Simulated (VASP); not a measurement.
# SnO (F-43m) in VASP: further runs

Aim: see how the results for SnO move with the level of theory and the settings. Levels: r2SCAN, PBE. Tasks: relaxation of cell and atoms, single point.

All numbers are computed with VASP 6.6.1; they aren't measurements. Logs are shortened: lines on timing, memory, paths and dates and some standing lists are left out, and cuts for length are marked.

**1. The cell of the first run**

Symmetry: F-43m, No. 216, cubic system. Conventional cell: a = 5.477 Å, b = 5.477 Å, c = 5.477 Å, α = 90.00°, β = 90.00°, γ = 90.00°. Sn (site symmetry -43m) has 4 O at 2.37 Å within 3.1 Å. Within 3.1 Å of O (site symmetry -43m) lie 4 Sn at 2.37 Å.

**2. Relaxation of cell and atoms, r2SCAN**

POSCAR

```
SnO
1.0
    0.0000000000      2.7385995465      2.7385995465
    2.7385995465      0.0000000000      2.7385995465
    2.7385995465      2.7385995465      0.0000000000
Sn O
1 1
Direct
    0.0000000000      0.0000000000      0.0000000000
    0.2500000000      0.2500000000      0.2500000000
```

INCAR.step1

```
ALGO     = Normal         # electronic algorithm
EDIFF    = 1E-4           # SCF threshold, eV
ENCUT    = 600            # plane-wave cutoff, eV
GGA      = PE             # functional
ISMEAR   = -1             # smearing method
LASPH    = True           # aspherical terms in the spheres
LCHARG   = False          # write CHGCAR
LREAL    = False          # projectors in reciprocal space
LWAVE    = True           # write WAVECAR
NELM     = 100            # most SCF steps
PREC     = Accurate       # precision mode
SIGMA    = 0.02           # smearing width, eV
```

INCAR.step2

```
ALGO     = Normal         # electronic algorithm
EDIFF    = 1E-7           # SCF threshold, eV
EDIFFG   = -0.005         # ionic threshold
ENCUT    = 600            # plane-wave cutoff, eV
IBRION   = 2              # ionic algorithm
ISIF     = 3              # what is computed and relaxed
ISMEAR   = -1             # smearing method
ISTART   = 1            
LASPH    = True           # aspherical terms in the spheres
LCHARG   = False          # write CHGCAR
LMIXTAU  = True         
LREAL    = False          # projectors in reciprocal space
LWAVE    = False          # write WAVECAR
METAGGA  = R2SCAN         # meta-GGA
NELM     = 100            # most SCF steps
NSW      = 80             # ionic steps
PREC     = Accurate       # precision mode
SIGMA    = 0.02           # smearing width, eV
```

KPOINTS

```
k-points
0
Gamma
  8 8 8
```

Potentials or basis: VASP PAW PBE potentials, release 64 (Sn_d, O).

Launch:

```
> cat potpaw_PBE.64/Sn_d/POTCAR potpaw_PBE.64/O/POTCAR > POTCAR
> cp INCAR.step1 INCAR
> mpirun -np 1 vasp_std > vasp.out
> cp INCAR.step2 INCAR
> mpirun -np 1 vasp_std > vasp.out
```

OUTCAR:

```text
EDIFF = 1E-7
   EDIFFG = -0.005
   ENCUT = 600
   IBRION = 2
   ISIF = 3
   ISMEAR = -1
   ISTART = 1
   LASPH = True
   LREAL = False
   METAGGA = R2SCAN
   NELM = 100
   NSW = 80
   PREC = Accurate

 ion  position               nearest neighbor table
   1  0.000  0.000  0.000-   2 2.37   2 2.37   2 2.37   2 2.37
   2  0.250  0.250  0.250-   1 2.37   1 2.37   1 2.37   1 2.37

  LATTYP: Found a face centered cubic cell.
 ALAT       =     5.4771990930

  Lattice vectors:

 A1 = (   0.0000000000,   2.7385995465,   2.7385995465)
 A2 = (   2.7385995465,   0.0000000000,   2.7385995465)
 A3 = (   2.7385995465,   2.7385995465,   0.0000000000)

Analysis of symmetry for initial positions (statically):
=====================================================================
 Subroutine PRICEL returns:
 Original cell was already a primitive cell.

 Routine SETGRP: Setting up the symmetry group for a
 face centered cubic supercell.

 Subroutine GETGRP returns: Found 24 space group operations
 (whereof 24 operations were pure point group operations)
 out of a pool of 48 trial point group operations.

The static configuration has the point symmetry T_d .

Analysis of symmetry for dynamics (positions and initial velocities):
=====================================================================
 Subroutine PRICEL returns:
 Original cell was already a primitive cell.

 Routine SETGRP: Setting up the symmetry group for a
 face centered cubic supercell.

 Subroutine GETGRP returns: Found 24 space group operations
 (whereof 24 operations were pure point group operations)
 out of a pool of 48 trial point group operations.

The dynamic configuration has the point symmetry T_d .

 Subroutine INISYM returns: Found 24 space group operations
 (whereof 24 operations are pure point group operations),
 and found     1 'primitive' translations

----------------------------------------------------------------------------------------

                                     Primitive cell

  volume of cell :      41.0786

  direct lattice vectors                    reciprocal lattice vectors
     0.000000000  2.738599547  2.738599547    -0.182575069  0.182575069  0.182575069
     2.738599547  0.000000000  2.738599547     0.182575069 -0.182575069  0.182575069
     2.738599547  2.738599547  0.000000000     0.182575069  0.182575069 -0.182575069

  length of vectors
     3.872964621  3.872964621  3.872964621     0.316229295  0.316229295  0.316229295

  position of ions in fractional coordinates (direct lattice)
     0.000000000  0.000000000  0.000000000
     0.250000000  0.250000000  0.250000000

  ion indices of the primitive-cell ions
   primitive index   ion index
                 1           1
                 2           2

----------------------------------------------------------------------------------------

 KPOINTS: k-points

Automatic generation of k-mesh.
 Grid dimensions read from file:
 generate k-points for:    8    8    8

 Generating k-lattice:

  Cartesian coordinates                     Fractional coordinates (reciprocal lattice)
    -0.022821884  0.022821884  0.022821884     0.125000000  0.000000000  0.000000000
     0.022821884 -0.022821884  0.022821884     0.000000000  0.125000000  0.000000000
     0.022821884  0.022821884 -0.022821884     0.000000000  0.000000000  0.125000000

  Length of vectors
     0.039528662  0.039528662  0.039528662

  Shift w.r.t. Gamma in fractional coordinates (k-lattice)
     0.000000000  0.000000000  0.000000000

 Subroutine IBZKPT returns following result:
 ===========================================

 Found     29 irreducible k-points:

 Following reciprocal coordinates:
            Coordinates               Weight
  0.000000  0.000000  0.000000      1.000000
  0.125000  0.000000  0.000000      8.000000
  0.250000  0.000000  0.000000      8.000000
  0.375000  0.000000  0.000000      8.000000
  0.500000  0.000000  0.000000      4.000000
  0.125000  0.125000  0.000000      6.000000
[... 16 lines left out ...]
  0.500000  0.250000  0.125000     48.000000
 -0.375000  0.250000  0.125000     24.000000
 [... further k-points ...]
   k-points           NKPTS =     29   k-points in BZ     NKDIM =     29   number of bands    NBANDS=     14
   number of dos      NEDOS =    301   number of ions     NIONS =      2
   total plane-waves  NPLWV =  32768
   dimension x,y,z NGX =    32 NGY =   32 NGZ =   32
   dimension x,y,z NGXF=    64 NGYF=   64 NGZF=   64
   ions per type =               1   1
   NGX,Y,Z   is equivalent  to a cutoff of  13.74, 13.74, 13.74 a.u.
   NGXF,Y,Z  is equivalent  to a cutoff of  27.47, 27.47, 27.47 a.u.
 SYSTEM =  unknown system
   PREC   = accura    normal or accurate (medium, high low for compatibility)
   ISTART =      1    job   : 0-new  1-cont  2-samecut
   ICHARG =      0    charge: 1-file 2-atom 10-const
   ISPIN  =      1    spin polarized calculation?
   LNONCOLLINEAR =      F non collinear calculations
   LSORBIT =      F    spin-orbit coupling
   LASPH  =      T    aspherical Exc in radial PAW
   ENCUT  =  600.0 eV  44.10 Ry    6.64 a.u.   7.74  7.74  7.74*2*pi/ulx,y,z
   NELM   =    100;   NELMIN=  2; NELMDL=  0     # of ELM steps
   EDIFF  = 0.1E-06   stopping-criterion for ELM
   LREAL  =      F    real-space projection
   EDIFFG = -.5E-02   stopping-criterion for IOM
   NSW    =     80    number of steps for IOM
   IBRION =      2    ionic relax: 0-MD 1-quasi-New 2-CG
   NFREE  =      1    steps in history (QN), initial steepest desc. (CG)
   ISIF   =      3    stress and relaxation
   ISYM   =      2    0-nonsym 1-usesym 2-fastsym
   POTIM  = 0.5000    time-step for ionic-motion
   TEBEG  =    0.0;   TEEND  =   0.0 temperature during run
   PSTRESS=    0.0 pullay stress
   NELECT =      20.0000    total number of electrons
   NUPDOWN=      -1.0000    fix difference up-down
   EMIN   =  10.00;   EMAX   =-10.00  energy-range for DOS
   EFERMI =   0.00;   METHOD = LEGACY
   ISMEAR =    -1;   SIGMA  =   0.02  broadening in eV -4-tet -1-fermi 0-gaus
   EFERMI_NEDOS =   21; number of points for ismear=-14 and -15
   IALGO  =     38    algorithm
   IMIX   =      4    mixing-type and parameters
     AMIX     =   0.40;   BMIX     =  1.00
     AMIX_MAG =   1.60;   BMIX_MAG =  1.00
  volume/ion in A,a.u.               =      20.54       138.61
  Fermi-wavevector in a.u.,A,eV,Ry     =   1.287893  2.433764 22.567538  1.658667
  Thomas-Fermi vector in A             =   2.419879
   LORBIT       =      0    0 simple, 1 ext, 2 COOP (PROOUT), +10 PAW based schemes
   METAGGA = R2SCAN    functional components
   LHFCALC =     F    Hartree Fock is set to
   AEXX    =    0.0000 exact exchange contribution
   IVDW    =     0    specifies the selected vdW correction
   LEPSILON=     F    determine dielectric tensor
   LRPA    =     F    only Hartree local field effects (RPA)
 conjugate gradient relaxation of ions
 non-spin polarized calculation
  energy-cutoff  :      600.00
  volume of cell :       41.08
 maximum number of plane-waves:      1387
   NGX = 15   NGY = 15   NGZ = 15

--------------------------------------- Ionic step        1  -------------------------------------------

 number of electron      20.0000000 magnetization

 Free energy of the ion-electron system (eV)
  ---------------------------------------------------
  ext. energy  EPLUGINS =         0.00000000
  ---------------------------------------------------
  free energy    TOTEN  =       -32.19758676 eV

  energy without entropy =      -32.19720894  energy(sigma->0) =      -32.19739785

------------------------ aborting loop because EDIFF is reached ----------------------------------------

  FORCE on cell =-STRESS in cart. coord.  units (eV):
  Direction    XX          YY          ZZ          XY          YZ          ZX
  --------------------------------------------------------------------------------------
  -------------------------------------------------------------------------------------
  Total       -0.5007921     -0.5007921     -0.5007921     -0.0000000      0.0000000     -0.0000000
  in kB      -19.5322603    -19.5322603    -19.5322603     -0.0000000      0.0000000     -0.0000000
  external PRESSURE =     -19.5322603 kB  Pullay stress =       0.0000000 kB
[... 57 lines left out ...]
  energy  without entropy=      -32.2042666991  energy(sigma->0) =      -32.20448233

--------------------------------------- Ionic step        3  -------------------------------------------

 number of electron      20.0000001 magnetization

 Free energy of the ion-electron system (eV)
  ---------------------------------------------------
  ext. energy  EPLUGINS =         0.00000000
  ---------------------------------------------------
  free energy    TOTEN  =       -32.20509371 eV

  energy without entropy =      -32.20469918  energy(sigma->0) =      -32.20489644

 E-fermi :   6.0798     XC(G=0): -10.2640

 val. band max:        6.0785635061   @ k =  -0.2500   0.5000   0.2500
 cond. band min:       6.2005799575   @ k =  -0.3750   0.5000   0.1250
 fundamental gap:      0.1220164514
 Fermi energy:         6.0798345218

 k-point     1 :       0.0000    0.0000    0.0000
  band No.  band energies     occupation
      1     -16.4859      2.00000
      2     -16.4858      2.00000
      3     -16.4858      2.00000
      4     -16.4329      2.00000
      5     -16.4329      2.00000
      6     -14.1321      2.00000
      7      -0.4216      2.00000
      8       2.1047      2.00000
      9       2.1047      2.00000
     10       2.1047      2.00000
     11      10.7074      0.00000
     12      10.7074      0.00000
     13      10.7074      0.00000
     14      15.5092      0.00000
[... 375 lines left out ...]
 k-point    24 :      -0.3750    0.2500    0.1250
  band No.  band energies     occupation
      1     -16.6688      2.00000
      2     -16.4662      2.00000
      3     -16.4493      2.00000
      4     -16.4281      2.00000
      5     -16.4171      2.00000
      6     -13.3970      2.00000
      7      -2.0409      2.00000
      8       0.6051      2.00000
      9       1.3478      2.00000
     10       5.0358      2.00000
     11       7.7400      0.00000
     12       9.2954      0.00000
     13      11.0324      0.00000
     14      14.7920      0.00000

 [... further k-points ...]
[... 5 lines left out ...]
  --------------------------------------------------------------------------------------
  -------------------------------------------------------------------------------------
  Total        0.0016828      0.0016828      0.0016828      0.0000000      0.0000000      0.0000000
  in kB        0.0676128      0.0676128      0.0676128      0.0000000      0.0000000      0.0000000
  external PRESSURE =       0.0676128 kB  Pullay stress =       0.0000000 kB
[... 17 lines left out ...]
  FREE ENERGIE OF THE ION-ELECTRON SYSTEM (eV)
  ---------------------------------------------------
  free  energy   TOTEN  =       -32.2050937134 eV

  energy  without entropy=      -32.2046991761  energy(sigma->0) =      -32.20489644

 reached required accuracy - stopping structural energy minimisation
```

Wall time 2.3 min (1 thread of Intel Xeon Platinum 8559C (Emerald Rapids), shared host); peak memory 0.2 GiB.

What came out:

| Quantity | Value |
| --- | --- |
| Free energy | -32.2051 eV |
| Relaxed volume | 19.94 Å³/atom |
| Relaxed cell | a = 3.835 Å, b = 3.835 Å, c = 3.835 Å, α = 60.00°, β = 60.00°, γ = 60.00° |
| Space group after relaxing (to 0.05 Å) | F-43m (No. 216) |
| Energy gained by relaxing | 3.8 meV/atom |
| Ionic steps | 3 |
| Pressure after relaxing | 0.0 GPa |
| Band gap on the k mesh | zero (band 10 reaches 6.08 eV, above the bottom of band 11 at 5.89 eV) |

Step by step:
```tsv
step	energy change (eV)	largest force (eV/Å)	pressure (GPa)	volume (Å³)
1	0.0000	0.0000	-1.95	41.08
2	-0.0071	0.0000	0.48	39.61
3	-0.0075	0.0000	0.01	39.88
```

Final structure:
```yaml
crystal:
  lattice:
    - [0.00000, 2.71159, 2.71159]
    - [2.71159, 0.00000, 2.71159]
    - [2.71159, 2.71159, 0.00000]
  atoms:
    - { symbol: Sn, position: [0.00000, 0.00000, 0.00000] }
    - { symbol: O, position: [0.25000, 0.25000, 0.25000] }
```

Caveat: the PAW data sets were made with another functional, which shifts forces and pressure a little; spin-orbit coupling is left out, which moves the levels of the heavy elements.

**3. Single point, PBE, non-collinear spin, zero start, spin-orbit coupling**

This run uses another cell than the first one, of 19.86 Å³/atom, 0.967 times its volume.

INCAR

```
  ALGO = Normal
  EDIFF = 1E-7
  ENCUT = 520
  GGA = PE
  GGA_COMPAT = False
  ISIF = 2
  ISMEAR = -1
  LASPH = True
  LCHARG = False
  LORBIT = 11
  LORBMOM = True
  LREAL = False
  LSORBIT = True
  LWAVE = False
  MAGMOM = 0 0 0 0 0 0
  NBANDS = 32
  NELM = 150
  PREC = Accurate
  SIGMA = 0.02
```

KPOINTS is that of step 2.

POSCAR

```
SnO
1.0
    0.0000000000      2.7082147584      2.7082147584
    2.7082147584      0.0000000000      2.7082147584
    2.7082147584      2.7082147584      0.0000000000
Sn O
1 1
Direct
    0.0000000000      0.0000000000      0.0000000000
    0.2500000000      0.2500000000      0.2500000000
```

Potentials or basis: VASP PAW PBE potentials, release 64 (Sn_d, O).

Launch:

```
> cat potpaw_PBE.64/Sn_d/POTCAR potpaw_PBE.64/O/POTCAR > POTCAR
> mpirun -np 1 vasp_ncl > vasp.out
```

It took 80 s on 1 thread of Intel Xeon Platinum 8559C (Emerald Rapids), shared host; peak memory 0.29 GiB.

It converged, with:

| Property | Result |
| --- | --- |
| Free energy | -10.4821 eV |
| Pressure | 2.4 GPa |
| Net moment | 0.00 μB per cell |
| Valence electrons inside the program's atomic spheres | Sn 12.04; O 4.91 |

Moments on the atoms (μB; x, y, z):
```
Sn  0.00 0.00 0.00
O   0.00 0.00 0.00
```
